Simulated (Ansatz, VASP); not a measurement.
## One calculation of RbCl, two programs

```xyz
2
Lattice="0.0000 3.3057 3.3057 3.3057 0.0000 3.3057 3.3057 3.3057 0.0000" Properties=species:S:1:pos:R:3 pbc="T T T"
Rb    0.0000    0.0000    0.0000
Cl    3.3057    3.3057    3.3057
```

Alike in both runs: task single point; functional PBEsol; k mesh 4 × 4 × 4; occupations fermi-dirac, width 0.05 eV; no spin polarisation.

|  | VASP | Ansatz |
| --- | --- | --- |
| version | VASP 6.6.1 | Ansatz 0.2.0 |
| potentials or method | VASP PAW PBE potentials, release 64 (Rb_sv, Cl) | plane waves |
| plane-wave cutoff (eV) | 500 | 420 |
| valence electrons in the cell | 16 | 16 |

```csv
,VASP,Ansatz,Ansatz less VASP
gap on the k mesh at the Fermi level (eV),4.80,4.81,+0.003
pressure (GPa),-0.5,-0.5,-0.01
```

VASP's potentials were made for PBE, not for PBEsol.
